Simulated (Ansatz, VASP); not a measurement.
One calculation of RbBr, two programs

```
Rb Br
1.0
     0.00000    3.46173    3.46173
     3.46173    0.00000    3.46173
     3.46173    3.46173    0.00000
Rb Br
1 1
Direct
  0.00000 0.00000 0.00000
  0.50000 0.50000 0.50000
```

Alike in both runs: functional r2SCAN; k mesh 10 × 10 × 10; occupations fermi-dirac, width 0.08 eV; no spin polarisation.

Ansatz relaxed the structure, and its values are those at the end. VASP's run is a single point on that final structure, the one shown.

|  | VASP | Ansatz |
| --- | --- | --- |
| version | VASP 6.6.1 | Ansatz 0.2.0 |
| potentials or method | VASP PAW PBE potentials, release 64 (Rb_sv, Br) | PAW with Ansatz's default frozen-core files, scalar-relativistic |
| plane-wave cutoff (eV) | 520 | 500 |
| valence electrons in the cell | 16 | 16 |

|  | VASP | Ansatz | Ansatz less VASP |
| --- | --- | --- | --- |
| pressure (GPa) | 0.0 | 0.0 | -0.02 |

VASP's potentials were made for PBE, not for r2SCAN.
